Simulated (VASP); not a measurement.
# Be in VASP: notebook

The runs below take Be through relaxation of cell and atoms, single point, with PBE.

Everything below comes from runs of VASP 6.6.1. Logs are shortened: lines on timing, memory, paths and dates and some standing lists are left out, and cuts for length are marked.

## 1. The cell of the first run

Symmetry: F-43m, No. 216, cubic system. The conventional cell has a = 6.039 Å, b = 6.039 Å, c = 6.039 Å, α = 90.00°, β = 90.00°, γ = 90.00°. Within 3.3 Å of Be (site symmetry -43m) lie 16 Be at 2.52 to 2.61 Å. Within 3.3 Å of Be (site symmetry -43m) lie 16 Be at 2.49 to 2.61 Å. Be (site symmetry 3m) has 12 Be at 2.01 to 2.52 Å within 2.7 Å.

The cell was generated, and may not be a known phase.

## 2. Relaxation of cell and atoms, PBE

INCAR

```
SYSTEM = Be
PREC = Accurate
ENCUT = 600
EDIFF = 1E-6
ISMEAR = 0
SIGMA = 0.1
LREAL = .FALSE.
LASPH = .TRUE.
NELM = 80
ALGO = Normal
ISIF = 3
LWAVE = .FALSE.
LCHARG = .FALSE.
GGA = PE
IBRION = 2
NSW = 90
EDIFFG = -0.04
```

KPOINTS

```
regular mesh
0
G
  6 6 6
  0 0 0
```

POSCAR

```
Be
1.0
    0.0000000000      3.0195211000      3.0195211000
    3.0195211000      0.0000000000      3.0195211000
    3.0195211000      3.0195211000      0.0000000000
Be
6
Direct
    0.2500000000      0.2500000000      0.2500000000
    0.5000000000      0.5000000000      0.5000000000
    0.8678885100      0.8678885100      0.8678885100
    0.8678885100      0.8678885100      0.3963344800
    0.8678885100      0.3963344800      0.8678885100
    0.3963344800      0.8678885100      0.8678885100
```

Potentials or basis: VASP PAW PBE potentials, release 64 (Be).

On the command line:

```sh
$ cat potpaw_PBE.64/Be/POTCAR > POTCAR
$ mpirun -np 1 vasp_std > vasp.out
```

OUTCAR:

```text
SYSTEM = Be
   PREC = Accurate
   ENCUT = 600
   EDIFF = 1E-6
   ISMEAR = 0
   LREAL = .FALSE.
   LASPH = .TRUE.
   NELM = 80
   ISIF = 3
   GGA = PE
   IBRION = 2
   NSW = 90
   EDIFFG = -0.04

 ion  position               nearest neighbor table
   1  0.250  0.250  0.250-
   2  0.500  0.500  0.500-
   3  0.868  0.868  0.868-   4 2.01   5 2.01   6 2.01   6 2.26   5 2.26   4 2.26
   4  0.868  0.868  0.396-   3 2.01   5 2.01   6 2.01   5 2.26   6 2.26   3 2.26
   5  0.868  0.396  0.868-   3 2.01   4 2.01   6 2.01   6 2.26   4 2.26   3 2.26
   6  0.396  0.868  0.868-   3 2.01   4 2.01   5 2.01   5 2.26   4 2.26   3 2.26

  LATTYP: Found a face centered cubic cell.
 ALAT       =     6.0390422000

  Lattice vectors:

 A1 = (   0.0000000000,   3.0195211000,   3.0195211000)
 A2 = (   3.0195211000,   0.0000000000,   3.0195211000)
 A3 = (   3.0195211000,   3.0195211000,   0.0000000000)

Analysis of symmetry for initial positions (statically):
=====================================================================
 Subroutine PRICEL returns:
 Original cell was already a primitive cell.

 Routine SETGRP: Setting up the symmetry group for a
 face centered cubic supercell.

 Subroutine GETGRP returns: Found 24 space group operations
 (whereof 24 operations were pure point group operations)
 out of a pool of 48 trial point group operations.

The static configuration has the point symmetry T_d .

Analysis of symmetry for dynamics (positions and initial velocities):
=====================================================================
 Subroutine PRICEL returns:
 Original cell was already a primitive cell.

 Routine SETGRP: Setting up the symmetry group for a
 face centered cubic supercell.

 Subroutine GETGRP returns: Found 24 space group operations
 (whereof 24 operations were pure point group operations)
 out of a pool of 48 trial point group operations.

The dynamic configuration has the point symmetry T_d .

 Subroutine INISYM returns: Found 24 space group operations
 (whereof 24 operations are pure point group operations),
 and found     1 'primitive' translations

----------------------------------------------------------------------------------------

                                     Primitive cell

  volume of cell :      55.0610

  direct lattice vectors                    reciprocal lattice vectors
[... 77 lines left out ...]
   PREC   = accura    normal or accurate (medium, high low for compatibility)
   ISTART =      0    job   : 0-new  1-cont  2-samecut
   ICHARG =      2    charge: 1-file 2-atom 10-const
   ISPIN  =      1    spin polarized calculation?
   LNONCOLLINEAR =      F non collinear calculations
   LSORBIT =      F    spin-orbit coupling
   LASPH  =      T    aspherical Exc in radial PAW
   ENCUT  =  600.0 eV  44.10 Ry    6.64 a.u.   8.53  8.53  8.53*2*pi/ulx,y,z
   NELM   =     80;   NELMIN=  2; NELMDL= -5     # of ELM steps
   EDIFF  = 0.1E-05   stopping-criterion for ELM
   LREAL  =      F    real-space projection
   EDIFFG = -.4E-01   stopping-criterion for IOM
   NSW    =     90    number of steps for IOM
   IBRION =      2    ionic relax: 0-MD 1-quasi-New 2-CG
   NFREE  =      1    steps in history (QN), initial steepest desc. (CG)
   ISIF   =      3    stress and relaxation
   ISYM   =      2    0-nonsym 1-usesym 2-fastsym
   POTIM  = 0.5000    time-step for ionic-motion
   TEBEG  =    0.0;   TEEND  =   0.0 temperature during run
   PSTRESS=    0.0 pullay stress
   NELECT =      12.0000    total number of electrons
   NUPDOWN=      -1.0000    fix difference up-down
   EMIN   =  10.00;   EMAX   =-10.00  energy-range for DOS
   EFERMI =   0.00;   METHOD = LEGACY
   ISMEAR =     0;   SIGMA  =   0.10  broadening in eV -4-tet -1-fermi 0-gaus
   EFERMI_NEDOS =   21; number of points for ismear=-14 and -15
   IALGO  =     38    algorithm
   IMIX   =      4    mixing-type and parameters
     AMIX     =   0.40;   BMIX     =  1.00
     AMIX_MAG =   1.60;   BMIX_MAG =  1.00
  volume/ion in A,a.u.               =       9.18        61.93
  Fermi-wavevector in a.u.,A,eV,Ry     =   0.985191  1.861741 13.205837  0.970602
  Thomas-Fermi vector in A             =   2.116480
   LORBIT       =      0    0 simple, 1 ext, 2 COOP (PROOUT), +10 PAW based schemes
   GGA     = PE    functional components
   LHFCALC =     F    Hartree Fock is set to
   AEXX    =    0.0000 exact exchange contribution
   IVDW    =     0    specifies the selected vdW correction
   LEPSILON=     F    determine dielectric tensor
   LRPA    =     F    only Hartree local field effects (RPA)
 conjugate gradient relaxation of ions
 non-spin polarized calculation
 Gauss-broadening in eV      SIGMA  =   0.10
  energy-cutoff  :      600.00
  volume of cell :       55.06
 maximum number of plane-waves:      1868
 NGX is ok and might be reduce to    36
   NGX = 17   NGY = 17   NGZ = 17

--------------------------------------- Ionic step        1  -------------------------------------------

 number of electron      12.0000000 magnetization

 Free energy of the ion-electron system (eV)
  ---------------------------------------------------
  ext. energy  EPLUGINS =         0.00000000
  ---------------------------------------------------
  free energy    TOTEN  =       -21.69954657 eV

  energy without entropy =      -21.69446883  energy(sigma->0) =      -21.69700770

------------------------ aborting loop because EDIFF is reached ----------------------------------------

  FORCE on cell =-STRESS in cart. coord.  units (eV):
  Direction    XX          YY          ZZ          XY          YZ          ZX
  --------------------------------------------------------------------------------------
  -------------------------------------------------------------------------------------
  Total       -3.4222963     -3.4222963     -3.4222963      0.0000000      0.0000000      0.0000000
  in kB      -99.5827221    -99.5827221    -99.5827221      0.0000000      0.0000000      0.0000000
  external PRESSURE =     -99.5827221 kB  Pullay stress =       0.0000000 kB
[... 107 lines left out ...]
--------------------------------------- Ionic step        4  -------------------------------------------

 number of electron      12.0000000 magnetization

 Free energy of the ion-electron system (eV)
  ---------------------------------------------------
  ext. energy  EPLUGINS =         0.00000000
  ---------------------------------------------------
  free energy    TOTEN  =       -22.20972908 eV

  energy without entropy =      -22.20531014  energy(sigma->0) =      -22.20751961

 E-fermi :   6.6498     XC(G=0): -10.4735

 val. band max:        6.6405192030   @ k =   0.1667   0.0000   0.0000
 cond. band min:       6.8057263260   @ k =  -0.3333   0.3333   0.0000
 fundamental gap:      0.1652071230
 Fermi energy:         6.6497994977

 k-point     1 :       0.0000    0.0000    0.0000
  band No.  band energies     occupation
      1      -4.4058      2.00000
      2       2.6449      2.00000
      3       4.1371      2.00000
      4       4.1371      2.00000
      5       4.1371      2.00000
      6       7.0954      0.00000
      7       7.0954      0.00000
      8       7.0954      0.00000
      9       8.5897      0.00000
     10       8.5897      0.00000
[... 226 lines left out ...]
  FREE ENERGIE OF THE ION-ELECTRON SYSTEM (eV)
  ---------------------------------------------------
  free  energy   TOTEN  =       -22.2097290764 eV

  energy  without entropy=      -22.2053101439  energy(sigma->0) =      -22.20751961

 reached required accuracy - stopping structural energy minimisation
```

OSZICAR:

```text
N       E                     dE             d eps       ncg     rms          rms(c)
DAV:   1     0.653580902033E+01    0.65358E+01   -0.51199E+03   320   0.111E+03
DAV:   2    -0.214030100507E+02   -0.27939E+02   -0.26622E+02   422   0.151E+02
DAV:   3    -0.225230219004E+02   -0.11200E+01   -0.11082E+01   498   0.252E+01
[... 30 lines left out ...]
DAV:   2    -0.222102292449E+02    0.15616E-02   -0.60403E-03   374   0.690E-01    0.111E-01
DAV:   3    -0.222097181917E+02    0.51105E-03   -0.23365E-03   388   0.343E-01    0.270E-02
DAV:   4    -0.222097223025E+02   -0.41109E-05   -0.16245E-04   362   0.104E-01    0.155E-02
DAV:   5    -0.222097294081E+02   -0.71056E-05   -0.66356E-06   414   0.403E-02    0.140E-03
DAV:   6    -0.222097290764E+02    0.33166E-06   -0.28172E-07   180   0.453E-03
   4 F= -.22209729E+02 E0= -.22207520E+02  d E =-.319741E-01
```

Wall time 38 s (1 thread of Oxide Virtual Turin-like, shared host); peak memory 0.16 GiB.

Results:

```
Free energy                           : -22.2097 eV
Relaxed volume                        : 8.17 Å³/atom
Relaxed cell                          : a = 4.108 Å, b = 4.108 Å, c = 4.108 Å, α = 60.00°, β = 60.00°, γ = 60.00°
Space group after relaxing (to 0.1 Å) : Fd-3m (No. 227)
Energy gained by relaxing             : 85.0 meV/atom
Ionic steps                           : 4
Pressure after relaxing               : -0.1 GPa
Largest force after relaxing          : 0.039 eV/Å
Band gap on the k mesh                : zero (bands 6 and 7 overlap by 1.36 eV)
```

Forces on the atoms (eV/Å):
```
Be   0.000  0.000  0.000
Be   0.000  0.000  0.000
Be  -0.022 -0.022 -0.022
Be   0.022  0.022 -0.022
Be   0.022 -0.022  0.022
Be  -0.022  0.022  0.022
```

The path:
```tsv
step	energy change (eV)	largest force (eV/Å)	pressure (GPa)	volume (Å³)
1	0.0000	1.8679	-9.96	55.06
2	-0.4764	0.4599	-3.66	50.64
3	-0.4782	0.2999	-4.22	50.89
4	-0.5102	0.0388	-0.11	49.03
```

Final structure:
```xyz
6
Lattice="0.0000 2.9050 2.9050 2.9050 0.0000 2.9050 2.9050 2.9050 0.0000" Properties=species:S:1:pos:R:3 pbc="T T T"
Be    1.4525    1.4525    1.4525
Be    2.9050    2.9050    2.9050
Be    5.0845    5.0845    5.0845
Be    3.6306    3.6306    5.0845
Be    3.6306    5.0845    3.6306
Be    5.0845    3.6306    3.6306
```

## 3. Single point, PBE

This run uses another cell than the first one, of 8.16 Å³/atom.

INCAR

```
SYSTEM = Be
PREC = Accurate ; ENCUT = 520
EDIFF = 1E-6 ; ISMEAR = 0
SIGMA = 0.1 ; LREAL = .False.
LASPH = .True. ; NELM = 80
ALGO = Fast ; ISIF = 2
LWAVE = .False. ; LCHARG = .False.
GGA = PE ; NBANDS = 15
```

KPOINTS

```
regular mesh
0
Gamma
  12 12 12
  0 0 0
```

POSCAR

```
Be
1.0
    0.0000000000      2.9031869725      2.9031869725
    2.9031869725      0.0000000000      2.9031869725
    2.9031869725      2.9031869725      0.0000000000
Be
6
Direct
    0.5000000000      0.5000000000      0.5000000000
    0.7500000000      0.7500000000      0.7500000000
    0.1250000000      0.1250000000      0.1250000000
    0.1250000000      0.1250000000      0.6250000000
    0.1250000000      0.6250000000      0.1250000000
    0.6250000000      0.1250000000      0.1250000000
```

Potentials or basis: VASP PAW PBE potentials, release 64 (Be).

On the command line:

```sh
$ cat potpaw_PBE.64/Be/POTCAR > POTCAR
$ mpirun -np 1 vasp_std > vasp.out
```

OUTCAR:

```text
SYSTEM = Be
   PREC = Accurate
   ENCUT = 520
   EDIFF = 1E-6
   ISMEAR = 0
   LREAL = .False.
   LASPH = .True.
   NELM = 80
   ISIF = 2
   GGA = PE

 ion  position               nearest neighbor table
   1  0.500  0.500  0.500-
   2  0.750  0.750  0.750-
   3  0.125  0.125  0.125-   4 2.05   5 2.05   6 2.05   4 2.05   5 2.05   6 2.05
   4  0.125  0.125  0.625-   3 2.05   3 2.05   5 2.05   6 2.05   5 2.05   6 2.05
   5  0.125  0.625  0.125-   3 2.05   4 2.05   3 2.05   4 2.05   6 2.05   6 2.05
   6  0.625  0.125  0.125-   3 2.05   4 2.05   5 2.05   3 2.05   4 2.05   5 2.05

  LATTYP: Found a face centered cubic cell.
 ALAT       =     5.8063739450

  Lattice vectors:

 A1 = (   0.0000000000,   2.9031869725,   2.9031869725)
 A2 = (   2.9031869725,   0.0000000000,   2.9031869725)
 A3 = (   2.9031869725,   2.9031869725,   0.0000000000)

Analysis of symmetry for initial positions (statically):
=====================================================================
 Subroutine PRICEL returns:
 Original cell was already a primitive cell.

 Routine SETGRP: Setting up the symmetry group for a
 face centered cubic supercell.
[... 602 lines left out ...]
      2      -1.4054      2.00000
      3       1.7224      2.00000
      4       3.1240      2.00000
      5       3.1946      2.00000
      6       6.6354      0.40051
      7       6.8842      0.00001
      8       9.0022      0.00000
      9       9.9731      0.00000
     10      11.1633      0.00000
     11      13.7011      0.00000
     12      14.6382      0.00000
     13      15.6593      0.00000
     14      16.6504      0.00000
     15      17.1847      0.00000

 [... further k-points ...]

------------------------ aborting loop because EDIFF is reached ----------------------------------------

  FORCE on cell =-STRESS in cart. coord.  units (eV):
  Direction    XX          YY          ZZ          XY          YZ          ZX
  --------------------------------------------------------------------------------------
  -------------------------------------------------------------------------------------
  Total        0.0545937      0.0545937      0.0545937      0.0000000      0.0000000      0.0000000
  in kB        1.7873020      1.7873020      1.7873020      0.0000000      0.0000000      0.0000000
  external PRESSURE =       1.7873020 kB  Pullay stress =       0.0000000 kB

 VOLUME and BASIS-vectors are now :
 -----------------------------------------------------------------------------
  energy-cutoff  :      520.00
  volume of cell :       48.94
      direct lattice vectors                 reciprocal lattice vectors
     0.000000000  2.903186972  2.903186972    -0.172224526  0.172224526  0.172224526
     2.903186972  0.000000000  2.903186972     0.172224526 -0.172224526  0.172224526
     2.903186972  2.903186972  0.000000000     0.172224526  0.172224526 -0.172224526

 POSITION                                       TOTAL-FORCE (eV/Angst)
 -----------------------------------------------------------------------------------
      2.90319      2.90319      2.90319        -0.000000     -0.000000     -0.000000
      4.35478      4.35478      4.35478         0.000000      0.000000      0.000000
      0.72580      0.72580      0.72580         0.000000      0.000000      0.000000
      2.17739      2.17739      0.72580         0.000000      0.000000      0.000000
      2.17739      0.72580      2.17739         0.000000      0.000000      0.000000
      0.72580      2.17739      2.17739         0.000000      0.000000      0.000000
 -----------------------------------------------------------------------------------
    total drift:                                0.000000      0.000000      0.000000

  FREE ENERGIE OF THE ION-ELECTRON SYSTEM (eV)
  ---------------------------------------------------
  free  energy   TOTEN  =       -22.2273530035 eV

  energy  without entropy=      -22.2238959524  energy(sigma->0) =      -22.22562448
```

stdout:

```text
POSCAR found type information on POSCAR Be
 POSCAR found :  1 types and       6 ions
 scaLAPACK will be used
 LDA part: xc-table for (Slater+PW92), standard interpolation
 POSCAR, INCAR and KPOINTS ok, starting setup
 FFT: planning ... GRIDC
 FFT: planning ... GRID_SOFT
 FFT: planning ... GRID
 WAVECAR not read
 entering main loop
```

Wall time 42 s (1 thread of Oxide Virtual Turin-like, shared host); peak memory 0.16 GiB.

Results:

- Free energy: -22.2274 eV
- Pressure: 0.2 GPa
- Band gap on the k mesh: zero (bands 6 and 7 overlap by 1.36 eV)

Levels at points of the mesh, in eV from the Fermi level:
```
           k point  band 3  band 4  band 5  band 6  band 7  band 8  band 9  band 10
(0.00, 0.00, 0.00)   -2.43   -2.43   -2.43    0.53    0.53    0.53    2.03     2.03
(0.50, 0.00, 0.00)   -3.64   -2.86   -2.86   -0.83   -0.83    1.70    5.00     5.00
(0.50, 0.50, 0.00)   -4.74   -4.74   -4.04   -4.04    5.77    5.77    6.27     6.27
```

The gap in the log of VASP goes by the Fermi energy; the results here count the filled bands.